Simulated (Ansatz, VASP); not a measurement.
**MgCd3Se4 in VASP and in Ansatz**

```
CELL_PARAMETERS angstrom
4.38161 0.00000 0.00000
-2.19081 3.79459 0.00000
0.00000 0.00000 14.06262
ATOMIC_POSITIONS crystal
Mg 0.00000 0.00000 0.74838
Cd 0.00000 0.00000 0.25089
Cd 0.33333 0.66667 0.99698
Cd 0.33333 0.66667 0.50583
Se 0.00000 0.00000 0.93265
Se 0.00000 0.00000 0.44150
Se 0.33333 0.66667 0.69651
Se 0.33333 0.66667 0.18727
```

Change from the starting cell: species swapped into the Zn3CdO4 type (P3m1, No. 156).

Alike in both runs: functional PBE; k mesh 3 × 3 × 1; occupations gaussian, width 0.15 eV; no spin polarisation.

Ansatz relaxed the structure, and its values are those at the end. VASP's run is a single point on that final structure, the one shown.

|  | VASP | Ansatz |
| --- | --- | --- |
| version | VASP 6.6.1 | Ansatz 0.2.0 |
| potentials or method | VASP PAW PBE potentials, release 64 (Mg, Cd, Se), cutoff 600 eV | scalar-relativistic, plane waves, PAW |
| valence electrons in the cell | 62 | 134 |

|  | VASP | Ansatz | Ansatz less VASP |
| --- | --- | --- | --- |
| gap on the k mesh at the Fermi level (eV) | 0.84 | 0.84 | +0.003 |
| least direct gap on the mesh (eV) | 0.84 | 0.84 | +0.003 |
| pressure (GPa) | 0.2 | 0.0 | -0.15 |
| rms of the force components (eV/Å) | 0.007 | 0.003 | -0.0036 |

With one functional, cell and mesh, what is left measures potentials, basis and numerics. VASP's potentials hold 62 valence electrons a cell and Ansatz's 134, so a difference there can come from the potentials and not from the codes.

The k mesh is coarse, so the values compare programs but aren't converged.
